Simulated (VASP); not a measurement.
# As (R-3m) in VASP: a series of runs

Runs on As. Level: r2SCAN+rVV10. Tasks: single point.

All numbers are computed with VASP 6.6.1; they aren't measurements. Logs are shortened: lines on timing, memory, paths and dates and some standing lists are left out, and cuts for length are marked.

## 1. The cell of the first run

It takes space group R-3m (No. 166, trigonal). The conventional cell has a = 3.760 Å, b = 3.760 Å, c = 10.457 Å, α = 90.00°, β = 90.00°, γ = 120.00°. As (site symmetry 3m) has 6 As at 2.52 to 3.10 Å within 3.3 Å.

## 2. Single point, r2SCAN+rVV10

File POSCAR:

```
As
1.0
    1.8797500000      1.0852741700      3.4857666700
   -1.8797500000      1.0852741700      3.4857666700
    0.0000000000     -2.1705483400      3.4857666700
As
2
Direct
    0.2275400000      0.2275400000      0.2275400000
    0.7724600000      0.7724600000      0.7724600000
```

File INCAR.step1:

```
  ALGO = Normal
  EDIFF = 1E-4
  ENCUT = 520
  GGA = PE
  ISMEAR = 0
  LASPH = True
  LCHARG = False
  LREAL = False
  LWAVE = True
  NBANDS = 12
  NELM = 80
  PREC = Accurate
  SIGMA = 0.1
```

File INCAR.step2:

```
  ALGO = Normal
  BPARAM = 11.95
  CPARAM = 0.0093
  EDIFF = 1E-7
  ENCUT = 520
  ISIF = 2
  ISMEAR = 0
  ISTART = 1
  IVDW_NL = 2
  LASPH = True
  LCHARG = False
  LMIXTAU = True
  LREAL = False
  LUSE_VDW = True
  LWAVE = False
  METAGGA = R2SCAN
  NBANDS = 12
  NELM = 80
  PREC = Accurate
  SIGMA = 0.1
```

File KPOINTS:

```
k-points
0
Gamma
  6 6 6
```

Potentials or basis: VASP PAW PBE potentials, release 64 (As).

On the command line:

```bash
> cat potpaw_PBE.64/As/POTCAR > POTCAR
> cp INCAR.step1 INCAR
> mpirun -np 1 vasp_std > vasp.out
> cp INCAR.step2 INCAR
> mpirun -np 1 vasp_std > vasp.out
```

OUTCAR:

```text
BPARAM = 11.95
   EDIFF = 1E-7
   ENCUT = 520
   ISIF = 2
   ISMEAR = 0
   ISTART = 1
   IVDW_NL = 2
   LASPH = True
   LREAL = False
   METAGGA = R2SCAN
   NELM = 80
   PREC = Accurate

 ion  position               nearest neighbor table
   1  0.228  0.228  0.228-   2 2.52   2 2.52   2 2.52
   2  0.772  0.772  0.772-   1 2.52   1 2.52   1 2.52

  LATTYP: Found a trigonal (rhomboedric) cell.
 ALAT       =     4.1063182249
 COS(alpha) =     0.5808929386

  Lattice vectors:

 A1 = (   1.8797500000,   1.0852741700,   3.4857666700)
 A2 = (  -1.8797500000,   1.0852741700,   3.4857666700)
 A3 = (   0.0000000000,  -2.1705483400,   3.4857666700)

Analysis of symmetry for initial positions (statically):
=====================================================================
 Subroutine PRICEL returns:
 Original cell was already a primitive cell.

 Routine SETGRP: Setting up the symmetry group for a
 trigonal (rhombohedral) supercell.

 Subroutine GETGRP returns: Found 12 space group operations
 (whereof 12 operations were pure point group operations)
 out of a pool of 12 trial point group operations.

The static configuration has the point symmetry D_3d.

Analysis of symmetry for dynamics (positions and initial velocities):
=====================================================================
 Subroutine PRICEL returns:
 Original cell was already a primitive cell.

 Routine SETGRP: Setting up the symmetry group for a
 trigonal (rhombohedral) supercell.

 Subroutine GETGRP returns: Found 12 space group operations
 (whereof 12 operations were pure point group operations)
 out of a pool of 12 trial point group operations.

The dynamic configuration has the point symmetry D_3d.

 Subroutine INISYM returns: Found 12 space group operations
 (whereof 12 operations are pure point group operations),
 and found     1 'primitive' translations

----------------------------------------------------------------------------------------

                                     Primitive cell

  volume of cell :      42.6667

  direct lattice vectors                    reciprocal lattice vectors
     1.879750000  1.085274170  3.485766670     0.265992818  0.153571025  0.095626978
    -1.879750000  1.085274170  3.485766670    -0.265992818  0.153571025  0.095626978
     0.000000000 -2.170548340  3.485766670     0.000000000 -0.307142050  0.095626978

  length of vectors
     4.106318225  4.106318225  4.106318226     0.321684252  0.321684252  0.321684252

  position of ions in fractional coordinates (direct lattice)
     0.227540000  0.227540000  0.227540000
     0.772460000  0.772460000  0.772460000

  ion indices of the primitive-cell ions
   primitive index   ion index
                 1           1
                 2           2

----------------------------------------------------------------------------------------

 KPOINTS: k-points

Automatic generation of k-mesh.
 Grid dimensions read from file:
 generate k-points for:    6    6    6

 Generating k-lattice:

  Cartesian coordinates                     Fractional coordinates (reciprocal lattice)
     0.044332136  0.025595171  0.015937830     0.166666667  0.000000000  0.000000000
    -0.044332136  0.025595171  0.015937830     0.000000000  0.166666667  0.000000000
     0.000000000 -0.051190342  0.015937830     0.000000000  0.000000000  0.166666667

  Length of vectors
     0.053614042  0.053614042  0.053614042

  Shift w.r.t. Gamma in fractional coordinates (k-lattice)
     0.000000000  0.000000000  0.000000000

 Subroutine IBZKPT returns following result:
 ===========================================

 Found     32 irreducible k-points:

 Following reciprocal coordinates:
            Coordinates               Weight
  0.000000  0.000000  0.000000      1.000000
  0.166667  0.000000  0.000000      6.000000
  0.333333  0.000000  0.000000      6.000000
  0.500000  0.000000  0.000000      3.000000
  0.166667  0.166667  0.000000      6.000000
  0.333333  0.166667  0.000000     12.000000
[... 16 lines left out ...]
  0.500000  0.500000  0.166667      6.000000
 -0.333333  0.500000  0.166667     12.000000
 [... further k-points ...]
   k-points           NKPTS =     32   k-points in BZ     NKDIM =     32   number of bands    NBANDS=     12
   number of dos      NEDOS =    301   number of ions     NIONS =      2
   total plane-waves  NPLWV =  32768
   dimension x,y,z NGX =    32 NGY =   32 NGZ =   32
   dimension x,y,z NGXF=    64 NGYF=   64 NGZF=   64
   ions per type =               2
   NGX,Y,Z   is equivalent  to a cutoff of  12.96, 12.96, 12.96 a.u.
   NGXF,Y,Z  is equivalent  to a cutoff of  25.91, 25.91, 25.91 a.u.
 SYSTEM =  unknown system
   PREC   = accura    normal or accurate (medium, high low for compatibility)
   ISTART =      1    job   : 0-new  1-cont  2-samecut
   ICHARG =      0    charge: 1-file 2-atom 10-const
   ISPIN  =      1    spin polarized calculation?
   LNONCOLLINEAR =      F non collinear calculations
   LSORBIT =      F    spin-orbit coupling
   LASPH  =      T    aspherical Exc in radial PAW
   ENCUT  =  520.0 eV  38.22 Ry    6.18 a.u.   7.64  7.64  7.64*2*pi/ulx,y,z
   NELM   =     80;   NELMIN=  2; NELMDL=  0     # of ELM steps
   EDIFF  = 0.1E-06   stopping-criterion for ELM
   LREAL  =      F    real-space projection
   EDIFFG = 0.1E-05   stopping-criterion for IOM
   NSW    =      0    number of steps for IOM
   IBRION =     -1    ionic relax: 0-MD 1-quasi-New 2-CG
   NFREE  =      0    steps in history (QN), initial steepest desc. (CG)
   ISIF   =      2    stress and relaxation
   ISYM   =      2    0-nonsym 1-usesym 2-fastsym
   POTIM  = 0.5000    time-step for ionic-motion
   TEBEG  =    0.0;   TEEND  =   0.0 temperature during run
   PSTRESS=    0.0 pullay stress
   NELECT =      10.0000    total number of electrons
   NUPDOWN=      -1.0000    fix difference up-down
   EMIN   =  10.00;   EMAX   =-10.00  energy-range for DOS
   EFERMI =   0.00;   METHOD = LEGACY
   ISMEAR =     0;   SIGMA  =   0.10  broadening in eV -4-tet -1-fermi 0-gaus
   EFERMI_NEDOS =   21; number of points for ismear=-14 and -15
   IALGO  =     38    algorithm
   IMIX   =      4    mixing-type and parameters
     AMIX     =   0.40;   BMIX     =  1.00
     AMIX_MAG =   1.60;   BMIX_MAG =  1.00
  volume/ion in A,a.u.               =      21.33       143.96
  Fermi-wavevector in a.u.,A,eV,Ry     =   1.009358  1.907410 13.861657  1.018803
  Thomas-Fermi vector in A             =   2.142281
   LORBIT       =      0    0 simple, 1 ext, 2 COOP (PROOUT), +10 PAW based schemes
   METAGGA = R2SCAN    functional components
   LHFCALC =     F    Hartree Fock is set to
   AEXX    =    0.0000 exact exchange contribution
   IVDW_NL    =     2    kernel type
   BPARAM     =11.9500
   IVDW    =     0    specifies the selected vdW correction
   LEPSILON=     F    determine dielectric tensor
   LRPA    =     F    only Hartree local field effects (RPA)
 non-spin polarized calculation
 Gauss-broadening in eV      SIGMA  =   0.10
  energy-cutoff  :      520.00
  volume of cell :       42.67
 maximum number of plane-waves:      1161
 NGX is ok and might be reduce to    32
   NGX = 15   NGY = 15   NGZ = 15

 number of electron      10.0000000 magnetization

 Free energy of the ion-electron system (eV)
  ---------------------------------------------------
  ext. energy  EPLUGINS =         0.00000000
  ---------------------------------------------------
  free energy    TOTEN  =       -29.22249580 eV

  energy without entropy =      -29.22092348  energy(sigma->0) =      -29.22170964

 E-fermi :   5.5023     XC(G=0): -10.4948

 val. band max:        5.5022597951   @ k =   0.3333   0.1667   0.1667
 cond. band min:       5.8254992731   @ k =   0.5000   0.0000   0.0000
 fundamental gap:      0.3232394781
 Fermi energy:         5.5023264161

 k-point     1 :       0.0000    0.0000    0.0000
  band No.  band energies     occupation
      1     -10.3680      2.00000
      2      -0.4382      2.00000
      3       2.6913      2.00000
      4       3.2118      2.00000
      5       3.2118      2.00000
      6       7.3270      0.00000
      7       8.5080      0.00000
      8       8.5080      0.00000
      9      12.6226      0.00000
     10      12.6226      0.00000
     11      13.1304      0.00000
     12      14.5674      0.00000

 k-point     2 :       0.1667    0.0000    0.0000
  band No.  band energies     occupation
      1      -9.9762      2.00000
      2      -1.7782      2.00000
      3       2.6228      2.00000
      4       2.9715      2.00000
      5       3.4532      2.00000
      6       7.4150      0.00000
      7       8.0232      0.00000
      8       8.0908      0.00000
      9      11.5119      0.00000
     10      12.2812      0.00000
     11      12.7293      0.00000
     12      16.7252      0.00000

 k-point     3 :       0.3333    0.0000    0.0000
  band No.  band energies     occupation
      1      -8.8332      2.00000
      2      -4.3000      2.00000
      3       2.4355      2.00000
      4       2.5860      2.00000
      5       4.2667      2.00000
      6       6.1904      0.00000
      7       6.6991      0.00000
      8       7.1555      0.00000
      9      12.7002      0.00000
     10      13.8727      0.00000
     11      14.8915      0.00000
     12      18.4801      0.00000

 k-point     4 :       0.5000    0.0000    0.0000
  band No.  band energies     occupation
      1      -7.4648      2.00000
      2      -6.2252      2.00000
      3       2.4269      2.00000
      4       2.4815      2.00000
      5       5.0214      2.00000
      6       5.2780      1.99849
      7       5.8255      0.00000
      8       6.7345      0.00000
      9      15.0957      0.00000
     10      15.1104      0.00000
     11      17.6357      0.00000
     12      17.7878      0.00000

 k-point     5 :       0.1667    0.1667    0.0000
  band No.  band energies     occupation
      1      -9.8926      2.00000
      2      -1.8544      2.00000
      3       1.8423      2.00000
      4       2.4768      2.00000
      5       4.3234      2.00000
      6       6.7668      0.00000
      7       7.9314      0.00000
      8       9.2311      0.00000
      9      11.5199      0.00000
     10      13.0762      0.00000
     11      13.5809      0.00000
     12      15.5321      0.00000
[... 228 lines left out ...]
      1      -7.1638      2.00000
      2      -5.6717      2.00000
      3      -0.0644      2.00000
      4       0.0669      2.00000
      5       4.1402      2.00000
      6       6.5365      0.00000
      7       9.9861      0.00000
      8      10.2516      0.00000
      9      12.7094      0.00000
     10      13.5323      0.00000
     11      18.3606      0.00000
     12      18.8433      0.00000

 k-point    22 :      -0.1667    0.3333    0.1667
  band No.  band energies     occupation
      1      -7.8998      2.00000
      2      -4.8564      2.00000
      3       0.0689      2.00000
      4       1.3775      2.00000
      5       2.9368      2.00000
      6       7.1134      0.00000
      7       8.9671      0.00000
      8       9.4838      0.00000
      9      11.9291      0.00000
     10      15.8139      0.00000
     11      16.4867      0.00000
     12      18.1118      0.00000

 k-point    23 :       0.5000    0.5000    0.1667
  band No.  band energies     occupation
      1      -7.9852      2.00000
      2      -4.3904      2.00000
      3      -0.9510      2.00000
      4       1.3934      2.00000
      5       2.1311      2.00000
      6       7.8626      0.00000
      7      10.0072      0.00000
      8      11.9523      0.00000
      9      12.2068      0.00000
     10      16.9767      0.00000
     11      17.4638      0.00000
     12      17.7708      0.00000

 k-point    24 :      -0.3333    0.5000    0.1667
  band No.  band energies     occupation
      1      -7.1662      2.00000
      2      -5.2181      2.00000
      3      -1.0002      2.00000
      4       0.0272      2.00000
      5       3.0768      2.00000
      6       7.8413      0.00000
      7       9.5728      0.00000
      8      12.3123      0.00000
      9      12.4937      0.00000
     10      14.5875      0.00000
     11      17.9138      0.00000
     12      19.0976      0.00000

 [... further k-points ...]
[... 5 lines left out ...]
  --------------------------------------------------------------------------------------
  -------------------------------------------------------------------------------------
  Total        0.3470539      0.3470539      0.1382318      0.0000000      0.0000000      0.0000000
  in kB       13.0322191     13.0322191      5.1907405      0.0000000      0.0000000      0.0000000
  external PRESSURE =      10.4183929 kB  Pullay stress =       0.0000000 kB

 VOLUME and BASIS-vectors are now :
 -----------------------------------------------------------------------------
  energy-cutoff  :      520.00
  volume of cell :       42.67
      direct lattice vectors                 reciprocal lattice vectors
     1.879750000  1.085274170  3.485766670     0.265992818  0.153571025  0.095626978
    -1.879750000  1.085274170  3.485766670    -0.265992818  0.153571025  0.095626978
     0.000000000 -2.170548340  3.485766670     0.000000000 -0.307142050  0.095626978

 POSITION                                       TOTAL-FORCE (eV/Angst)
 -----------------------------------------------------------------------------------
      0.00000      0.00000      2.37945         0.000000     -0.000000     -0.102684
      0.00000      0.00000      8.07785         0.000000      0.000000      0.102684
 -----------------------------------------------------------------------------------
    total drift:                               -0.000000      0.000000     -0.000000

  FREE ENERGIE OF THE ION-ELECTRON SYSTEM (eV)
  ---------------------------------------------------
  free  energy   TOTEN  =       -29.2224957985 eV

  energy  without entropy=      -29.2209234808  energy(sigma->0) =      -29.22170964
```

It took 71 s on 1 thread of AMD EPYC 9R45 (Zen 5), shared host; peak memory 0.29 GiB.

What came out:

```yaml
Free_energy: -29.2225 eV
Pressure: 1.0 GPa
Largest_force: 0.103 eV/Å
Band_gap_on_the_k_mesh: zero (band 5 reaches 5.50 eV, above the bottom of band 6 at 5.28 eV)
```

Forces on the atoms (eV/Å):
```
As   0.000  0.000 -0.103
As   0.000  0.000  0.103
```

Stress tensor (GPa, compression positive):
```
1.30 0.00 0.00
0.00 1.30 0.00
0.00 0.00 0.52
```

Caveat: the PAW data sets were made with another functional, which shifts forces and pressure a little.

(Part 1 of 2 ends here.)
